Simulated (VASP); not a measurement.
# Fe (Im-3m) in VASP: notebook, part 2 of 2

VASP 6.6.1. Earlier steps stand in the parts before.

## (4) Single point, r2SCAN

This run uses another cell than the first one, of 11.80 Å³/atom.

Contents of POSCAR:

```
Fe
1.0
   -1.4341180428      1.4341180428      1.4341180428
    1.4341180428     -1.4341180428      1.4341180428
    1.4341180428      1.4341180428     -1.4341180428
Fe
1
Direct
    0.0000000000      0.0000000000      0.0000000000
```

Contents of INCAR.step1:

```
SYSTEM = Fe
  PREC = Accurate
  ENCUT = 520
  ISMEAR = 0
  SIGMA = 0.05
  LREAL = .False.
  LASPH = .True.
  NELM = 80
  NBANDS = 10
  GGA = PE
  ALGO = Normal
  EDIFF = 1E-4
  LWAVE = .True.
  LCHARG = .False.
```

Contents of INCAR.step2:

```
SYSTEM = Fe
  PREC = Accurate
  ENCUT = 520
  EDIFF = 1E-7
  ISMEAR = 0
  SIGMA = 0.05
  LREAL = .False.
  LASPH = .True.
  NELM = 80
  ALGO = Normal
  ISIF = 2
  LWAVE = .False.
  LCHARG = .False.
  METAGGA = R2SCAN
  LMIXTAU = .True.
  NBANDS = 10
  ISTART = 1
```

Contents of KPOINTS:

```
regular mesh
0
Gamma
  22 22 22
  0 0 0
```

Potentials or basis: VASP PAW PBE potentials, release 64 (Fe).

On the command line:

```console
> cat potpaw_PBE.64/Fe/POTCAR > POTCAR
> cp INCAR.step1 INCAR
> mpirun -np 1 vasp_std > vasp.out
> cp INCAR.step2 INCAR
> mpirun -np 1 vasp_std > vasp.out
```

OUTCAR:

```text
SYSTEM = Fe
   PREC = Accurate
   ENCUT = 520
   EDIFF = 1E-7
   ISMEAR = 0
   LREAL = .False.
   LASPH = .True.
   NELM = 80
   ISIF = 2
   METAGGA = R2SCAN
   ISTART = 1

 ion  position               nearest neighbor table
   1  0.000  0.000  0.000-

  LATTYP: Found a body centered cubic cell.
 ALAT       =     2.8682360856

  Lattice vectors:

 A1 = (  -1.4341180428,   1.4341180428,   1.4341180428)
 A2 = (   1.4341180428,  -1.4341180428,   1.4341180428)
 A3 = (   1.4341180428,   1.4341180428,  -1.4341180428)

Analysis of symmetry for initial positions (statically):
=====================================================================
 Subroutine PRICEL returns:
 Original cell was already a primitive cell.

 Routine SETGRP: Setting up the symmetry group for a
 body centered cubic supercell.

 Subroutine GETGRP returns: Found 48 space group operations
 (whereof 48 operations were pure point group operations)
 out of a pool of 48 trial point group operations.

The static configuration has the point symmetry O_h .

Analysis of symmetry for dynamics (positions and initial velocities):
=====================================================================
 Subroutine PRICEL returns:
 Original cell was already a primitive cell.

 Routine SETGRP: Setting up the symmetry group for a
 body centered cubic supercell.

 Subroutine GETGRP returns: Found 48 space group operations
 (whereof 48 operations were pure point group operations)
 out of a pool of 48 trial point group operations.

The dynamic configuration has the point symmetry O_h .

 Subroutine INISYM returns: Found 48 space group operations
 (whereof 48 operations are pure point group operations),
 and found     1 'primitive' translations

----------------------------------------------------------------------------------------

                                     Primitive cell

  volume of cell :      11.7982
[... 104 lines left out ...]
   IALGO  =     38    algorithm
   IMIX   =      4    mixing-type and parameters
     AMIX     =   0.40;   BMIX     =  1.00
     AMIX_MAG =   1.60;   BMIX_MAG =  1.00
  volume/ion in A,a.u.               =      11.80        79.62
  Fermi-wavevector in a.u.,A,eV,Ry     =   1.438246  2.717891 28.144364  2.068552
  Thomas-Fermi vector in A             =   2.557234
   LORBIT       =      0    0 simple, 1 ext, 2 COOP (PROOUT), +10 PAW based schemes
   METAGGA = R2SCAN    functional components
   LHFCALC =     F    Hartree Fock is set to
   AEXX    =    0.0000 exact exchange contribution
   IVDW    =     0    specifies the selected vdW correction
   LEPSILON=     F    determine dielectric tensor
   LRPA    =     F    only Hartree local field effects (RPA)
 non-spin polarized calculation
 Gauss-broadening in eV      SIGMA  =   0.05
  energy-cutoff  :      520.00
  volume of cell :       11.80
 maximum number of plane-waves:       331
   NGX =  9   NGY =  9   NGZ =  9

 number of electron       7.9999997 magnetization

 Free energy of the ion-electron system (eV)
  ---------------------------------------------------
  ext. energy  EPLUGINS =         0.00000000
  ---------------------------------------------------
  free energy    TOTEN  =       -13.11549338 eV

  energy without entropy =      -13.11113481  energy(sigma->0) =      -13.11331409

 E-fermi :   5.3759     XC(G=0): -14.0610

 val. band max:        5.3754061750   @ k =   0.4091   0.1364   0.0455
 cond. band min:       5.3767805140   @ k =   0.0455   0.0000   0.0000
 fundamental gap:      0.0013743390
 Fermi energy:         5.3759422593

 k-point     1 :       0.0000    0.0000    0.0000
  band No.  band energies     occupation
      1      -3.3153      2.00000
      2       3.7108      2.00000
      3       3.7108      2.00000
      4       3.7108      2.00000
      5       5.4029      0.44628
      6       5.4029      0.44626
      7      31.0159      0.00000
      8      31.0159      0.00000
      9      31.0159      0.00000
     10      36.0890      0.00000
[... 287 lines left out ...]
 k-point    24 :       0.1364    0.0909   -0.0000
  band No.  band energies     occupation
      1      -1.7485      2.00000
      2       3.3670      2.00000
      3       3.4827      2.00000
      4       4.5836      2.00000
      5       5.0883      2.00000
      6       5.4858      0.00188
      7      24.7794      0.00000
      8      26.5590      0.00000
      9      30.7234      0.00000
     10      31.3296      0.00000

 [... further k-points ...]
[... 5 lines left out ...]
  --------------------------------------------------------------------------------------
  -------------------------------------------------------------------------------------
  Total       -2.3146532     -2.3146532     -2.3146532      0.0000000     -0.0000000      0.0000000
  in kB     -314.3271012   -314.3271012   -314.3271012      0.0000000     -0.0000000      0.0000000
  external PRESSURE =    -314.3271012 kB  Pullay stress =       0.0000000 kB

 VOLUME and BASIS-vectors are now :
 -----------------------------------------------------------------------------
  energy-cutoff  :      520.00
  volume of cell :       11.80
      direct lattice vectors                 reciprocal lattice vectors
    -1.434118043  1.434118043  1.434118043     0.000000000  0.348646335  0.348646335
     1.434118043 -1.434118043  1.434118043     0.348646335  0.000000000  0.348646335
     1.434118043  1.434118043 -1.434118043     0.348646335  0.348646335  0.000000000

 POSITION                                       TOTAL-FORCE (eV/Angst)
 -----------------------------------------------------------------------------------
      0.00000      0.00000      0.00000         0.000000     -0.000000      0.000000
 -----------------------------------------------------------------------------------
    total drift:                                0.000000     -0.000000      0.000000

  FREE ENERGIE OF THE ION-ELECTRON SYSTEM (eV)
  ---------------------------------------------------
  free  energy   TOTEN  =       -13.1154933759 eV

  energy  without entropy=      -13.1111348053  energy(sigma->0) =      -13.11331409
```

OSZICAR.step1:

```text
N       E                     dE             d eps       ncg     rms          rms(c)
DAV:   1     0.168259553275E+02    0.16826E+02   -0.42654E+03  6880   0.101E+03
DAV:   2    -0.867719930472E+01   -0.25503E+02   -0.24376E+02  6628   0.130E+02
DAV:   3    -0.918894833722E+01   -0.51175E+00   -0.50382E+00  7344   0.231E+01
DAV:   4    -0.919114150923E+01   -0.21932E-02   -0.21929E-02  7154   0.140E+00
DAV:   5    -0.919115834810E+01   -0.16839E-04   -0.16839E-04  6990   0.118E-01    0.107E+01
DAV:   6    -0.783457287845E+01    0.13566E+01   -0.14869E+01  7126   0.575E+01    0.317E+00
DAV:   7    -0.766966842726E+01    0.16490E+00   -0.13369E+00  7176   0.160E+01    0.814E-01
DAV:   8    -0.765636687458E+01    0.13302E-01   -0.18575E-02  9852   0.144E+00    0.304E-01
DAV:   9    -0.765286474866E+01    0.35021E-02   -0.25419E-03  7944   0.342E-01    0.634E-02
DAV:  10    -0.765287657535E+01   -0.11827E-04   -0.85664E-06  3600   0.302E-02
   1 F= -.76528766E+01 E0= -.76504524E+01  d E =-.484843E-02
```

It took 82 s on 1 thread of AMD EPYC 9R45 (Zen 5), shared host; peak memory 0.12 GiB.

Results:

| Property | Result |
| --- | --- |
| Free energy | -13.1155 eV |
| Pressure | -31.4 GPa |
| Band gap on the k mesh | zero (bands 4 and 5 overlap by 1.74 eV) |

Caveat: the cell stands under tension; the PAW data sets were made with another functional, which shifts forces and pressure a little; the run has no spin polarisation, though such a crystal can be magnetic. Spin polarisation is off, so any magnetic state and its effect on volume and gap are missing.

## (5) Single point, r2SCAN, collinear spin, ferromagnetic start (11.33 Å³/atom)

This run uses another cell than the first one, of 11.33 Å³/atom.

Contents of POSCAR:

```
Fe
1.0
   -1.4147356933      1.4147356933      1.4147356933
    1.4147356933     -1.4147356933      1.4147356933
    1.4147356933      1.4147356933     -1.4147356933
Fe
1
Direct
    0.0000000000      0.0000000000      0.0000000000
```

Contents of INCAR.step1:

```
PREC = Accurate
ENCUT = 520
ISMEAR = 0
SIGMA = 0.05
LREAL = False
LASPH = True
NELM = 150
ISPIN = 2
MAGMOM = 3.08
LMAXMIX = 4
NBANDS = 14
GGA = PE
ALGO = Normal
EDIFF = 1E-4
LWAVE = True
LCHARG = False
```

Contents of INCAR.step2:

```
PREC = Accurate
ENCUT = 520
EDIFF = 1E-7
ISMEAR = 0
SIGMA = 0.05
LREAL = False
LASPH = True
NELM = 150
ALGO = Normal
ISIF = 2
LWAVE = False
LCHARG = False
ISPIN = 2
MAGMOM = 3.08
LORBIT = 11
LMAXMIX = 4
METAGGA = R2SCAN
LMIXTAU = True
NBANDS = 14
ISTART = 1
```

Contents of KPOINTS:

```
Automatic mesh
0
Gamma
  22 22 22
```

Potentials or basis: VASP PAW PBE potentials, release 64 (Fe).

On the command line:

```console
> cat potpaw_PBE.64/Fe/POTCAR > POTCAR
> cp INCAR.step1 INCAR
> mpirun -np 1 vasp_std > vasp.out
> cp INCAR.step2 INCAR
> mpirun -np 1 vasp_std > vasp.out
```

OUTCAR:

```text
PREC = Accurate
   ENCUT = 520
   EDIFF = 1E-7
   ISMEAR = 0
   LREAL = False
   LASPH = True
   NELM = 150
   ISIF = 2
   ISPIN = 2
   LORBIT = 11
   METAGGA = R2SCAN
   ISTART = 1

 ion  position               nearest neighbor table
   1  0.000  0.000  0.000-

  LATTYP: Found a body centered cubic cell.
 ALAT       =     2.8294713866

  Lattice vectors:

 A1 = (  -1.4147356933,   1.4147356933,   1.4147356933)
 A2 = (   1.4147356933,  -1.4147356933,   1.4147356933)
 A3 = (   1.4147356933,   1.4147356933,  -1.4147356933)

Analysis of symmetry for initial positions (statically):
=====================================================================
 Subroutine PRICEL returns:
 Original cell was already a primitive cell.

 Routine SETGRP: Setting up the symmetry group for a
 body centered cubic supercell.

 Subroutine GETGRP returns: Found 48 space group operations
 (whereof 48 operations were pure point group operations)
 out of a pool of 48 trial point group operations.

The static configuration has the point symmetry O_h .

Analysis of symmetry for dynamics (positions and initial velocities):
[... 597 lines left out ...]
      4       6.1232      0.00000
      5       8.4156      0.00000
      6       8.4156      0.00000
      7      31.5382      0.00000
      8      31.5382      0.00000
      9      31.5382      0.00000
     10      37.5877      0.00000
     11      37.5878      0.00000
     12      40.6700      0.00000
     13      40.6700      0.00000
     14      40.6703      0.00000
[... 379 lines left out ...]
      3       5.7421      0.84056
      4       7.1167      0.00000
      5       7.9653      0.00000
      6       8.5209      0.00000
      7      26.0311      0.00000
      8      27.7986      0.00000
      9      32.0895      0.00000
     10      33.0534      0.00000
     11      36.7930      0.00000
     12      38.6834      0.00000
     13      42.4751      0.00000
     14      42.6981      0.00000

 [... further k-points ...]
[... 5 lines left out ...]
  --------------------------------------------------------------------------------------
  -------------------------------------------------------------------------------------
  Total        0.5119129      0.5119129      0.5119129      0.0000000      0.0000000     -0.0000000
  in kB       72.4136934     72.4136934     72.4136934      0.0000000      0.0000000     -0.0000000
  external PRESSURE =      72.4136934 kB  Pullay stress =       0.0000000 kB

 VOLUME and BASIS-vectors are now :
 -----------------------------------------------------------------------------
  energy-cutoff  :      520.00
  volume of cell :       11.33
      direct lattice vectors                 reciprocal lattice vectors
    -1.414735693  1.414735693  1.414735693     0.000000000  0.353422906  0.353422906
     1.414735693 -1.414735693  1.414735693     0.353422906  0.000000000  0.353422906
     1.414735693  1.414735693 -1.414735693     0.353422906  0.353422906  0.000000000

 POSITION                                       TOTAL-FORCE (eV/Angst)
 -----------------------------------------------------------------------------------
      0.00000      0.00000      0.00000         0.000000     -0.000000      0.000000
 -----------------------------------------------------------------------------------
    total drift:                                0.000000     -0.000000      0.000000

  FREE ENERGIE OF THE ION-ELECTRON SYSTEM (eV)
  ---------------------------------------------------
  free  energy   TOTEN  =       -14.3493727698 eV

  energy  without entropy=      -14.3483003636  energy(sigma->0) =      -14.34883657

 total charge

# of ion       s       p       d       tot
------------------------------------------
    1        0.494   0.582   6.204   7.279

 magnetization (x)

# of ion       s       p       d       tot
------------------------------------------
    1       -0.014  -0.119   2.797   2.665
```

OUTCAR.step1:

```text
PREC = Accurate
   ENCUT = 520
   ISMEAR = 0
   LREAL = False
   LASPH = True
   NELM = 150
[... 1051 lines left out ...]

 POSITION                                       TOTAL-FORCE (eV/Angst)
 -----------------------------------------------------------------------------------
      0.00000      0.00000      0.00000         0.000000     -0.000000      0.000000
 -----------------------------------------------------------------------------------
    total drift:                                0.000000     -0.000000      0.000000

  FREE ENERGIE OF THE ION-ELECTRON SYSTEM (eV)
  ---------------------------------------------------
  free  energy   TOTEN  =        -8.2432895289 eV

  energy  without entropy=       -8.2422260904  energy(sigma->0) =       -8.24275781
```

Run time: 5 min. Hardware: 1 thread of AMD EPYC 9R45 (Zen 5), shared host; peak memory 0.16 GiB.

Results:

```
Free energy                                           : -14.3494 eV
Pressure                                              : 7.2 GPa
Net moment                                            : 2.61 μB per cell
Site moments                                          : Fe +2.67 μB
Valence electrons inside the program's atomic spheres : Fe 7.28
```

Caveat: the cell stands under pressure; the PAW data sets were made with another functional, which shifts forces and pressure a little.

## (6) Single point, r2SCAN, collinear spin, ferromagnetic start (11.56 Å³/atom)

This run uses another cell than the first one, of 11.56 Å³/atom.

Contents of POSCAR:

```
Fe
1.0
   -1.4244927995      1.4244927995      1.4244927995
    1.4244927995     -1.4244927995      1.4244927995
    1.4244927995      1.4244927995     -1.4244927995
Fe
1
Direct
    0.0000000000      0.0000000000      0.0000000000
```

Contents of INCAR.step1:

```
SYSTEM = Fe
PREC = Accurate ; ENCUT = 520
ISMEAR = 0 ; SIGMA = 0.05
LREAL = .False. ; LASPH = .True.
NELM = 150 ; ISPIN = 2
MAGMOM = 3.1 ; LMAXMIX = 4
NBANDS = 14 ; GGA = PE
ALGO = Normal ; EDIFF = 1E-4
LWAVE = .True. ; LCHARG = .False.
```

Contents of INCAR.step2:

```
SYSTEM = Fe
PREC = Accurate ; ENCUT = 520
EDIFF = 1E-7 ; ISMEAR = 0
SIGMA = 0.05 ; LREAL = .False.
LASPH = .True. ; NELM = 150
ALGO = Normal ; ISIF = 2
LWAVE = .False. ; LCHARG = .True.
ISPIN = 2 ; MAGMOM = 3.1
LORBIT = 11 ; LMAXMIX = 4
METAGGA = R2SCAN ; LMIXTAU = .True.
LELF = .True. ; LVHAR = .True.
NBANDS = 14 ; ISTART = 1
```

Contents of KPOINTS:

```
Automatic mesh
0
Gamma
  22 22 22
  0 0 0
```

Potentials or basis: VASP PAW PBE potentials, release 64 (Fe).

On the command line:

```console
> cat potpaw_PBE.64/Fe/POTCAR > POTCAR
> cp INCAR.step1 INCAR
> mpirun -np 1 vasp_std > vasp.out
> cp INCAR.step2 INCAR
> mpirun -np 1 vasp_std > vasp.out
```

It took 4.5 min on 1 thread of AMD EPYC 9R45 (Zen 5), shared host; peak memory 0.16 GiB.

It converged, with:

```
Free energy                                           : -14.3571 eV
Pressure                                              : 3.4 GPa
Net moment                                            : 2.64 μB per cell
Site moments                                          : Fe +2.71 μB
Valence electrons inside the program's atomic spheres : Fe 7.24
```

Levels at points of the mesh, in eV from the Fermi level:
Spin up:
```tsv
k point	band 2	band 3	band 4	band 5	band 6	band 7	band 8	band 9
(0.00, 0.00, 0.00)	-3.06	-3.06	-3.06	-1.81	-1.81	25.86	25.86	25.86
(0.50, 0.00, 0.00)	-4.08	-1.77	-1.64	-0.46	0.60	7.09	18.99	20.55
(0.50, 0.50, 0.50)	-5.35	-0.72	-0.72	-0.72	10.12	10.12	10.12	15.73
```
Spin down:
```tsv
k point	band 1	band 2	band 3	band 4	band 5	band 6	band 7	band 8
(0.00, 0.00, 0.00)	-9.18	0.36	0.36	0.36	2.60	2.60	25.50	25.50
(0.50, 0.00, 0.00)	-3.56	-1.08	0.04	2.43	2.90	3.48	9.38	18.93
(0.50, 0.50, 0.50)	-2.75	-2.75	3.17	3.17	3.17	10.48	10.48	10.48
```

Caveat: the cell stands under pressure; the PAW data sets were made with another functional, which shifts forces and pressure a little.

## (7) Overview

```tsv
level	spin	cell	k mesh	gap on the mesh (eV)	pressure (GPa)	moment (μB)
PBE	collinear, ferromagnetic start	a = 2.434 Å, angles 109.5°, 1 atom	10 × 10 × 10	none	4.1	2.13
PBE	collinear, ferromagnetic start	a = 2.450 Å, angles 109.5°, 1 atom	10 × 10 × 10	none	-0.6	2.13
r2SCAN	off	a = 2.484 Å, angles 109.5°, 1 atom	22 × 22 × 22	none	-31.4	-
r2SCAN	collinear, ferromagnetic start	a = 2.450 Å, angles 109.5°, 1 atom	22 × 22 × 22	none	7.2	2.61
r2SCAN	collinear, ferromagnetic start	a = 2.467 Å, angles 109.5°, 1 atom	22 × 22 × 22	none	3.4	2.64
```

Alike in all rows: task single point; potentials or basis VASP PAW PBE potentials, release 64 (Fe); cutoff (eV) 520; smearing gaussian 0.05 eV.

Caveats: the cell stands under pressure (at least some runs); the PAW data sets were made with another functional, which shifts forces and pressure a little (at least some runs); the cell stands under tension (at least some runs).

Total energies depend on the potentials used, so only differences within one code and one set of settings carry meaning.

The gap in the log of VASP goes by the Fermi energy; the results here count the filled bands.